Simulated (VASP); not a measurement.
# WS2 in VASP: notebook

The runs below take WS2 through single point, with LDA.

Program: VASP 6.6.1. These are calculated values, not measurements. Logs are shortened: lines on timing, memory, paths and dates and some standing lists are left out, and cuts for length are marked.

## 1. The cell of the first run

The cell holds a slab with vacuum, 3 atoms: a = 3.184 Å, b = 3.184 Å, c = 15.595 Å, α = 90.00°, β = 90.00°, γ = 120.00°.

## 2. Single point, LDA (strain +0.000 along x and y, -0.080 along z)

The input, INCAR:

```
PREC = Accurate
ENCUT = 520
EDIFF = 1E-6
ISMEAR = 0
SIGMA = 0.05
LREAL = False
LASPH = True
NELM = 60
ALGO = Normal
ISIF = 2
LWAVE = False
LCHARG = False
NBANDS = 20
```

The input, KPOINTS:

```
regular mesh
0
Gamma
  12 12 2
```

The input, POSCAR:

```
WS2
1.0
    3.1835163552      0.0000000000      0.0000000000
   -1.5917581776      2.7570060369      0.0000000000
    0.0000000000      0.0000000000     15.5945316588
W S
1 2
Direct
    0.3333333333      0.6666666667      0.0000000000
    0.6666666667      0.3333333333      0.9079994900
    0.6666666667      0.3333333333      0.0920005100
```

Potentials or basis: VASP PAW LDA potentials, release 64 (W_sv, S).

The run is started by

```
cat potpaw_LDA.64/W_sv/POTCAR potpaw_LDA.64/S/POTCAR > POTCAR
mpirun -np 1 vasp_std > vasp.out
```

OUTCAR:

```text
PREC = Accurate
   ENCUT = 520
   EDIFF = 1E-6
   ISMEAR = 0
   LREAL = False
   LASPH = True
   NELM = 60
   ISIF = 2

 ion  position               nearest neighbor table
   1  0.333  0.667  0.000-   2 2.33   3 2.33   2 2.33   3 2.33   2 2.33   3 2.33
   2  0.667  0.333  0.908-   1 2.33   1 2.33   1 2.33
   3  0.667  0.333  0.092-   1 2.33   1 2.33   1 2.33

  LATTYP: Found a hexagonal cell.
 ALAT       =     3.1835163552
 C/A-ratio  =     4.8985241220

  Lattice vectors:

 A1 = (   3.1835163552,   0.0000000000,   0.0000000000)
 A2 = (  -1.5917581776,   2.7570060369,   0.0000000000)
 A3 = (   0.0000000000,   0.0000000000,  15.5945316588)

Analysis of symmetry for initial positions (statically):
=====================================================================
 Subroutine PRICEL returns:
 Original cell was already a primitive cell.

 Routine SETGRP: Setting up the symmetry group for a
 hexagonal supercell.

 Subroutine GETGRP returns: Found 12 space group operations
 (whereof 12 operations were pure point group operations)
 out of a pool of 24 trial point group operations.

The static configuration has the point symmetry D_3h.

Analysis of symmetry for dynamics (positions and initial velocities):
=====================================================================
 Subroutine PRICEL returns:
 Original cell was already a primitive cell.

 Routine SETGRP: Setting up the symmetry group for a
 hexagonal supercell.

 Subroutine GETGRP returns: Found 12 space group operations
 (whereof 12 operations were pure point group operations)
 out of a pool of 24 trial point group operations.

The dynamic configuration has the point symmetry D_3h.

 Subroutine INISYM returns: Found 12 space group operations
 (whereof 12 operations are pure point group operations),
 and found     1 'primitive' translations

----------------------------------------------------------------------------------------

                                     Primitive cell

  volume of cell :     136.8728

  direct lattice vectors                    reciprocal lattice vectors
     3.183516355  0.000000000  0.000000000     0.314118066  0.181356150  0.000000000
    -1.591758178  2.757006037  0.000000000     0.000000000  0.362712300  0.000000000
     0.000000000  0.000000000 15.594531659     0.000000000  0.000000000  0.064125042

  length of vectors
     3.183516355  3.183516355 15.594531659     0.362712300  0.362712300  0.064125042

  position of ions in fractional coordinates (direct lattice)
     0.333333333  0.666666667  0.000000000
     0.666666667  0.333333333  0.907999490
     0.666666667  0.333333333  0.092000510

  ion indices of the primitive-cell ions
   primitive index   ion index
                 1           1
                 2           2
                 3           3

----------------------------------------------------------------------------------------

 KPOINTS: regular mesh

Automatic generation of k-mesh.
 Grid dimensions read from file:
 generate k-points for:   12   12    2

 Generating k-lattice:

  Cartesian coordinates                     Fractional coordinates (reciprocal lattice)
     0.026176505  0.015113012  0.000000000     0.083333333 -0.000000000  0.000000000
     0.000000000  0.030226025  0.000000000     0.000000000  0.083333333  0.000000000
     0.000000000  0.000000000  0.032062521     0.000000000  0.000000000  0.500000000

  Length of vectors
     0.030226025  0.030226025  0.032062521

  Shift w.r.t. Gamma in fractional coordinates (k-lattice)
     0.000000000  0.000000000  0.000000000

 Subroutine IBZKPT returns following result:
 ===========================================

 Found     38 irreducible k-points:

 Following reciprocal coordinates:
            Coordinates               Weight
  0.000000  0.000000  0.000000      1.000000
  0.083333  0.000000  0.000000      6.000000
  0.166667  0.000000  0.000000      6.000000
  0.250000  0.000000  0.000000      6.000000
  0.333333 -0.000000  0.000000      6.000000
  0.416667  0.000000  0.000000      6.000000
[... 16 lines left out ...]
  0.250000  0.000000  0.500000      6.000000
  0.333333 -0.000000  0.500000      6.000000
 [... further k-points ...]
   k-points           NKPTS =     38   k-points in BZ     NKDIM =     38   number of bands    NBANDS=     20
   number of dos      NEDOS =    301   number of ions     NIONS =      3
   total plane-waves  NPLWV =  69120
   dimension x,y,z NGX =    24 NGY =   24 NGZ =  120
   dimension x,y,z NGXF=    48 NGYF=   48 NGZF=  240
   ions per type =               1   2
   NGX,Y,Z   is equivalent  to a cutoff of  12.53, 12.53, 12.79 a.u.
   NGXF,Y,Z  is equivalent  to a cutoff of  25.07, 25.07, 25.59 a.u.
 SYSTEM =  unknown system
   PREC   = accura    normal or accurate (medium, high low for compatibility)
   ISTART =      0    job   : 0-new  1-cont  2-samecut
   ICHARG =      2    charge: 1-file 2-atom 10-const
   ISPIN  =      1    spin polarized calculation?
   LNONCOLLINEAR =      F non collinear calculations
   LSORBIT =      F    spin-orbit coupling
   LASPH  =      T    aspherical Exc in radial PAW
   ENCUT  =  520.0 eV  38.22 Ry    6.18 a.u.   5.92  5.92 29.00*2*pi/ulx,y,z
   NELM   =     60;   NELMIN=  2; NELMDL= -5     # of ELM steps
   EDIFF  = 0.1E-05   stopping-criterion for ELM
   LREAL  =      F    real-space projection
   EDIFFG = 0.1E-04   stopping-criterion for IOM
   NSW    =      0    number of steps for IOM
   IBRION =     -1    ionic relax: 0-MD 1-quasi-New 2-CG
   NFREE  =      0    steps in history (QN), initial steepest desc. (CG)
   ISIF   =      2    stress and relaxation
   ISYM   =      2    0-nonsym 1-usesym 2-fastsym
   POTIM  = 0.5000    time-step for ionic-motion
   TEBEG  =    0.0;   TEEND  =   0.0 temperature during run
   PSTRESS=    0.0 pullay stress
   NELECT =      26.0000    total number of electrons
   NUPDOWN=      -1.0000    fix difference up-down
   EMIN   =  10.00;   EMAX   =-10.00  energy-range for DOS
   EFERMI =   0.00;   METHOD = LEGACY
   ISMEAR =     0;   SIGMA  =   0.05  broadening in eV -4-tet -1-fermi 0-gaus
   EFERMI_NEDOS =   21; number of points for ismear=-14 and -15
   IALGO  =     38    algorithm
   IMIX   =      4    mixing-type and parameters
     AMIX     =   0.40;   BMIX     =  1.00
     AMIX_MAG =   1.60;   BMIX_MAG =  1.00
  volume/ion in A,a.u.               =      45.62       307.89
  Fermi-wavevector in a.u.,A,eV,Ry     =   0.941081  1.778385 12.049769  0.885633
  Thomas-Fermi vector in A             =   2.068556
   LORBIT       =      0    0 simple, 1 ext, 2 COOP (PROOUT), +10 PAW based schemes
   GGA     = CA    functional components
   LHFCALC =     F    Hartree Fock is set to
   AEXX    =    0.0000 exact exchange contribution
   IVDW    =     0    specifies the selected vdW correction
   LEPSILON=     F    determine dielectric tensor
   LRPA    =     F    only Hartree local field effects (RPA)
 non-spin polarized calculation
 Gauss-broadening in eV      SIGMA  =   0.05
  energy-cutoff  :      520.00
  volume of cell :      136.87
 maximum number of plane-waves:      3713
 NGX is ok and might be reduce to    24
   NGX = 11   NGY = 11   NGZ = 57

 number of electron      26.0000003 magnetization

 Free energy of the ion-electron system (eV)
  ---------------------------------------------------
  ext. energy  EPLUGINS =         0.00000000
  ---------------------------------------------------
  free energy    TOTEN  =       -25.86464280 eV

  energy without entropy =      -25.86464280  energy(sigma->0) =      -25.86464280

 E-fermi :  -0.3120     XC(G=0):  -4.9266

 val. band max:       -0.6517264137   @ k =   0.0000   0.0000   0.5000
 cond. band min:       0.1007027536   @ k =   0.3333   0.3333   0.5000
 fundamental gap:      0.7524291673
 Fermi energy:        -0.3120013560

 k-point     1 :       0.0000    0.0000    0.0000
  band No.  band energies     occupation
      1     -74.5796      2.00000
      2     -39.1460      2.00000
      3     -39.0326      2.00000
      4     -39.0326      2.00000
      5     -16.3686      2.00000
      6     -14.0764      2.00000
[... 12 lines left out ...]
     19       4.4900      0.00000
     20       4.7633      0.00000

 k-point     2 :       0.0833    0.0000    0.0000
  band No.  band energies     occupation
      1     -74.5784      2.00000
      2     -39.1413      2.00000
      3     -39.0583      2.00000
      4     -39.0384      2.00000
      5     -16.2463      2.00000
      6     -14.0499      2.00000
[... 12 lines left out ...]
     19       4.7334      0.00000
     20       4.8942      0.00000

 k-point     3 :       0.1667    0.0000    0.0000
  band No.  band energies     occupation
      1     -74.5750      2.00000
      2     -39.1283      2.00000
      3     -39.1280      2.00000
      4     -39.0544      2.00000
      5     -15.9004      2.00000
      6     -13.9754      2.00000
[... 12 lines left out ...]
     19       5.2680      0.00000
     20       5.8119      0.00000

 k-point     4 :       0.2500    0.0000    0.0000
  band No.  band energies     occupation
      1     -74.5704      2.00000
      2     -39.2217      2.00000
      3     -39.1106      2.00000
      4     -39.0761      2.00000
      5     -15.3936      2.00000
      6     -13.8680      2.00000
[... 12 lines left out ...]
     19       5.8174      0.00000
     20       6.6734      0.00000

 k-point     5 :       0.3333   -0.0000    0.0000
  band No.  band energies     occupation
      1     -74.5658      2.00000
      2     -39.3140      2.00000
      3     -39.0977      2.00000
      4     -39.0928      2.00000
      5     -14.8329      2.00000
      6     -13.7528      2.00000
[... 12 lines left out ...]
     19       6.3258      0.00000
     20       6.5539      0.00000

 k-point     6 :       0.4167    0.0000    0.0000
  band No.  band energies     occupation
      1     -74.5624      2.00000
      2     -39.3805      2.00000
      3     -39.1135      2.00000
      4     -39.0797      2.00000
      5     -14.3736      2.00000
      6     -13.6627      2.00000
[... 12 lines left out ...]
     19       6.6089      0.00000
     20       6.9610      0.00000

 k-point     7 :       0.5000    0.0000    0.0000
  band No.  band energies     occupation
      1     -74.5612      2.00000
      2     -39.4047      2.00000
      3     -39.1193      2.00000
      4     -39.0749      2.00000
      5     -14.1914      2.00000
      6     -13.6282      2.00000
[... 12 lines left out ...]
     19       6.7817      0.00000
     20       7.3787      0.00000
[... 277 lines left out ...]
 k-point    20 :       0.0000    0.0000    0.5000
  band No.  band energies     occupation
      1     -74.5796      2.00000
      2     -39.1460      2.00000
      3     -39.0326      2.00000
      4     -39.0326      2.00000
      5     -16.3686      2.00000
      6     -14.0764      2.00000
[... 12 lines left out ...]
     19       4.4785      0.00000
     20       4.7251      0.00000

 k-point    21 :       0.0833    0.0000    0.5000
  band No.  band energies     occupation
      1     -74.5784      2.00000
      2     -39.1413      2.00000
      3     -39.0583      2.00000
      4     -39.0384      2.00000
      5     -16.2463      2.00000
      6     -14.0499      2.00000
[... 12 lines left out ...]
     19       4.6129      0.00000
     20       4.9552      0.00000

 k-point    22 :       0.1667    0.0000    0.5000
  band No.  band energies     occupation
      1     -74.5750      2.00000
      2     -39.1283      2.00000
      3     -39.1280      2.00000
      4     -39.0544      2.00000
      5     -15.9004      2.00000
      6     -13.9754      2.00000
[... 12 lines left out ...]
     19       5.1134      0.00000
     20       5.9393      0.00000

 k-point    23 :       0.2500    0.0000    0.5000
  band No.  band energies     occupation
      1     -74.5704      2.00000
      2     -39.2217      2.00000
      3     -39.1106      2.00000
      4     -39.0761      2.00000
      5     -15.3936      2.00000
      6     -13.8680      2.00000
[... 12 lines left out ...]
     19       5.6074      0.00000
     20       7.1067      0.00000

 k-point    24 :       0.3333   -0.0000    0.5000
  band No.  band energies     occupation
      1     -74.5658      2.00000
      2     -39.3140      2.00000
      3     -39.0978      2.00000
      4     -39.0928      2.00000
      5     -14.8329      2.00000
      6     -13.7528      2.00000
[... 12 lines left out ...]
     19       6.2444      0.00000
     20       6.6521      0.00000

 [... further k-points ...]
[... 5 lines left out ...]
  --------------------------------------------------------------------------------------
  -------------------------------------------------------------------------------------
  Total        1.2108657      1.2108657      7.2294896      0.0000000     -0.0000000      0.0000000
  in kB       14.1739017     14.1739017     84.6254681      0.0000000     -0.0000000      0.0000000
  external PRESSURE =      37.6577571 kB  Pullay stress =       0.0000000 kB

 VOLUME and BASIS-vectors are now :
 -----------------------------------------------------------------------------
  energy-cutoff  :      520.00
  volume of cell :      136.87
      direct lattice vectors                 reciprocal lattice vectors
     3.183516355  0.000000000  0.000000000     0.314118066  0.181356150  0.000000000
    -1.591758178  2.757006037  0.000000000     0.000000000  0.362712300  0.000000000
     0.000000000  0.000000000 15.594531659     0.000000000  0.000000000  0.064125042

 POSITION                                       TOTAL-FORCE (eV/Angst)
 -----------------------------------------------------------------------------------
     -0.00000      1.83800      0.00000         0.000000     -0.000000      0.000000
      1.59176      0.91900     14.15983        -0.000000      0.000000     -2.529139
      1.59176      0.91900      1.43470        -0.000000      0.000000      2.529139
 -----------------------------------------------------------------------------------
    total drift:                               -0.000000      0.000000     -0.000000

  FREE ENERGIE OF THE ION-ELECTRON SYSTEM (eV)
  ---------------------------------------------------
  free  energy   TOTEN  =       -25.8646427992 eV

  energy  without entropy=      -25.8646427992  energy(sigma->0) =      -25.86464280
```

Run time: 4.4 min. Hardware: 1 thread of AMD EPYC 7R13, shared host; peak memory 0.23 GiB.

What came out:

```
Free energy            : -25.8646 eV
Largest force          : 2.529 eV/Å
Band gap on the k mesh : 0.75 eV, indirect (least direct gap 1.46 eV)
```

Forces on the atoms (eV/Å):
```
W    0.000  0.000  0.000
S    0.000  0.000 -2.529
S    0.000  0.000  2.529
```

Caveat: the cell differs from its parent crystal (strain +0.000 along x and y, -0.080 along z); spin-orbit coupling is left out, which moves the levels of the heavy elements.

## 3. Single point, LDA (strain +0.040 along x and y, -0.080 along z)

The input, INCAR:

```
SYSTEM = WS2
ALGO = Normal
EDIFF = 1E-7
ENCUT = 520
ISIF = 2
ISMEAR = 0
LASPH = .TRUE.
LCHARG = .FALSE.
LREAL = .FALSE.
LWAVE = .FALSE.
NBANDS = 20
NELM = 100
PREC = Accurate
SIGMA = 0.05
```

The input, KPOINTS:

```
k-points
0
G
  12 12 2
  0 0 0
```

The input, POSCAR:

```
WS2
1.0
    3.3108570094      0.0000000000      0.0000000000
   -1.6554285047      2.8672862784      0.0000000000
    0.0000000000      0.0000000000     15.5945316588
W S
1 2
Direct
    0.3333333333      0.6666666667      0.0000000000
    0.6666666667      0.3333333333      0.9079994900
    0.6666666667      0.3333333333      0.0920005100
```

Potentials or basis: VASP PAW LDA potentials, release 64 (W_sv, S).

The run is started by

```
cat potpaw_LDA.64/W_sv/POTCAR potpaw_LDA.64/S/POTCAR > POTCAR
mpirun -np 1 vasp_std > vasp.out
```

OUTCAR:

```text
SYSTEM = WS2
   EDIFF = 1E-7
   ENCUT = 520
   ISIF = 2
   ISMEAR = 0
   LASPH = .TRUE.
   LREAL = .FALSE.
   NELM = 100
   PREC = Accurate

 ion  position               nearest neighbor table
   1  0.333  0.667  0.000-   2 2.39   3 2.39   2 2.39   3 2.39   2 2.39   3 2.39
   2  0.667  0.333  0.908-   1 2.39   1 2.39   1 2.39
   3  0.667  0.333  0.092-   1 2.39   1 2.39   1 2.39

  LATTYP: Found a hexagonal cell.
 ALAT       =     3.3108570094
 C/A-ratio  =     4.7101193481

  Lattice vectors:

[... 195 lines left out ...]
      6     -14.1277      2.00000
[... 541 lines left out ...]
     19       5.8782      0.00000
     20       5.9915      0.00000

 [... further k-points ...]
[... 5 lines left out ...]
  --------------------------------------------------------------------------------------
  -------------------------------------------------------------------------------------
  Total       -3.8274336     -3.8274336      4.0038503      0.0000000      0.0000000      0.0000000
  in kB      -41.4223206    -41.4223206     43.3315872      0.0000000      0.0000000      0.0000000
  external PRESSURE =     -13.1710180 kB  Pullay stress =       0.0000000 kB

 VOLUME and BASIS-vectors are now :
 -----------------------------------------------------------------------------
  energy-cutoff  :      520.00
  volume of cell :      148.04
      direct lattice vectors                 reciprocal lattice vectors
     3.310857009  0.000000000  0.000000000     0.302036602  0.174380913  0.000000000
    -1.655428505  2.867286278  0.000000000     0.000000000  0.348761827  0.000000000
     0.000000000  0.000000000 15.594531659     0.000000000  0.000000000  0.064125042

 POSITION                                       TOTAL-FORCE (eV/Angst)
 -----------------------------------------------------------------------------------
     -0.00000      1.91152      0.00000         0.000000     -0.000000     -0.000000
      1.65543      0.95576     14.15983        -0.000000      0.000000     -1.404926
      1.65543      0.95576      1.43470        -0.000000      0.000000      1.404926
 -----------------------------------------------------------------------------------
    total drift:                               -0.000000      0.000000     -0.000000

  FREE ENERGIE OF THE ION-ELECTRON SYSTEM (eV)
  ---------------------------------------------------
  free  energy   TOTEN  =       -25.7580815255 eV

  energy  without entropy=      -25.7580771576  energy(sigma->0) =      -25.75807934
```

OSZICAR:

```text
N       E                     dE             d eps       ncg     rms          rms(c)
DAV:   1     0.170825347284E+03    0.17083E+03   -0.13685E+04  1824   0.107E+03
DAV:   2    -0.138249517244E+02   -0.18465E+03   -0.17961E+03  1984   0.256E+02
DAV:   3    -0.269923959191E+02   -0.13167E+02   -0.13060E+02  2016   0.658E+01
[... 14 lines left out ...]
DAV:  18    -0.257580776810E+02   -0.98683E-05   -0.25929E-07  1680   0.184E-03    0.125E-03
DAV:  19    -0.257580810554E+02   -0.33743E-05   -0.14169E-07  1444   0.129E-03    0.419E-04
DAV:  20    -0.257580813751E+02   -0.31973E-06   -0.78590E-09  1408   0.389E-04    0.291E-04
DAV:  21    -0.257580814992E+02   -0.12411E-06   -0.29167E-09  1196   0.195E-04    0.130E-04
DAV:  22    -0.257580815255E+02   -0.26302E-07   -0.98850E-10  1176   0.132E-04
   1 F= -.25758082E+02 E0= -.25758079E+02  d E =-.436792E-05
```

It took 5 min on 1 thread of AMD EPYC 7R13, shared host; peak memory 0.26 GiB.

Results:

```
Free energy            : -25.7581 eV
Largest force          : 1.405 eV/Å
Band gap on the k mesh : 0.22 eV, indirect (least direct gap 1.19 eV)
```

Forces on the atoms (eV/Å):
```
W    0.000  0.000  0.000
S    0.000  0.000 -1.405
S    0.000  0.000  1.405
```

Levels at points of the mesh, in eV from the valence-band top:
```tsv
k point	band 9	band 10	band 11	band 12	band 13	band 14	band 15	band 16	band 17	band 18
(0.00, 0.00, 0.00)	-4.35	-2.94	-2.94	-2.02	0.00	1.94	1.94	2.52	2.52	3.73
(0.50, 0.00, 0.00)	-5.08	-4.50	-2.57	-2.12	-1.50	1.48	1.81	3.40	4.25	4.50
(0.00, 0.00, 0.50)	-4.35	-2.94	-2.94	-2.02	0.00	1.94	1.94	2.52	2.52	3.73
(0.50, 0.00, 0.50)	-5.08	-4.50	-2.57	-2.12	-1.50	1.48	1.81	3.40	4.25	4.50
```

Caveat: the cell differs from its parent crystal (strain +0.040 along x and y, -0.080 along z); spin-orbit coupling is left out, which moves the levels of the heavy elements.

(Continued in part 2 of 2.)
